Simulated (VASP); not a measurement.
TaSi2:

```
Ta Si
1.0
     4.78390    0.00000    0.00000
    -2.39195    4.14298    0.00000
     0.00000    0.00000    6.57000
Ta Si
3 6
Direct
  0.00000 0.50000 0.33333
  0.50000 0.50000 0.66667
  0.50000 0.00000 0.00000
  0.31794 0.15897 0.33333
  0.15897 0.84103 0.66667
  0.84103 0.68206 0.00000
  0.68206 0.84103 0.33333
  0.84103 0.15897 0.66667
  0.15897 0.31794 0.00000
```

```yaml
Program: VASP 6.6.1
Task: relaxation of cell and atoms
Functional: PBEsol
Dispersion: D4
Potentials_or_basis: VASP PAW PBE potentials, release 64 (Ta_pv, Si)
Cutoff: 600 eV
k_mesh: 7 × 7 × 4
Occupations: fermi-dirac, width 0.05 eV
Spin: no spin polarisation
```

At the start: pressure -4.5 GPa; volume 14.47 Å³/atom.

Question: How do energy, volume and symmetry change on relaxing?

Answer: Over 11 steps the energy falls by 5.2 meV/atom and the volume is 14.13 Å³/atom (-2.3 %); space group P6_422 (No. 181, to 0.1 Å) before and after.

The path:
| step | energy change (eV) | largest force (eV/Å) | pressure (GPa) | volume (Å³) |
| --- | --- | --- | --- | --- |
| 1 | 0.0000 | 0.0572 | -4.47 | 130.21 |
| 2 | 0.0582 | 0.0363 | 7.85 | 122.75 |
| 3 | -0.0446 | 0.0491 | 0.08 | 127.18 |
| 4 | -0.0446 | 0.0488 | 0.16 | 127.12 |
| 5 | -0.0465 | 0.0323 | 0.06 | 127.11 |
| 6 | -0.0466 | 0.0357 | 0.08 | 127.11 |
| 7 | -0.0466 | 0.0360 | 0.09 | 127.11 |
| 8 | -0.0469 | 0.0114 | -0.10 | 127.23 |
| 9 | -0.0469 | 0.0084 | -0.11 | 127.24 |
| 10 | -0.0469 | 0.0048 | 0.09 | 127.12 |
| 11 | -0.0469 | 0.0011 | 0.01 | 127.17 |

Final structure:
```yaml
crystal:
  lattice:
    - [4.73641, 0.00000, 0.00000]
    - [-2.36820, 4.10185, 0.00000]
    - [0.00000, 0.00000, 6.54574]
  atoms:
    - { symbol: Ta, position: [0.00000, 0.50000, 0.33333] }
    - { symbol: Ta, position: [0.50000, 0.50000, 0.66667] }
    - { symbol: Ta, position: [0.50000, 0.00000, 0.00000] }
    - { symbol: Si, position: [0.31917, 0.15958, 0.33333] }
    - { symbol: Si, position: [0.15958, 0.84042, 0.66667] }
    - { symbol: Si, position: [0.84042, 0.68083, 0.00000] }
    - { symbol: Si, position: [0.68083, 0.84042, 0.33333] }
    - { symbol: Si, position: [0.84042, 0.15958, 0.66667] }
    - { symbol: Si, position: [0.15958, 0.31917, 0.00000] }
```

Caveat: the PAW data sets were made with another functional, which shifts forces and pressure a little.
